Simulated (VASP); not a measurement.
Runs of VASP 6.6.1 on GaAs. The structure is that of space group F-43m (No. 216), or close to it. The cells are those of the table. 

```csv
cell,gap on the mesh (eV),pressure (GPa)
"a = 4.050 Å, angles 60.0°, 2 atoms",0.23,(a)
"a = 3.944 Å, angles 60.0°, 2 atoms",(b),(c)
"a = 3.831 Å, angles 60.0°, 2 atoms",1.18,16.5
"a = 3.888 Å, angles 60.0°, 2 atoms",1.17,11.1
```

Alike in all rows: task single point; level PBE; potentials or basis VASP PAW PBE potentials, release 64 (Ga_d, As); no spin polarisation; k mesh 6 × 6 × 6; cutoff (eV) 500; smearing gaussian 0.01 eV.

Q: Estimate the missing entries.

A: (a) 0.7; (b) 0.83; (c) 6.9.

A k mesh can miss the band edges, and the runs leave out spin-orbit coupling on As, Ga.
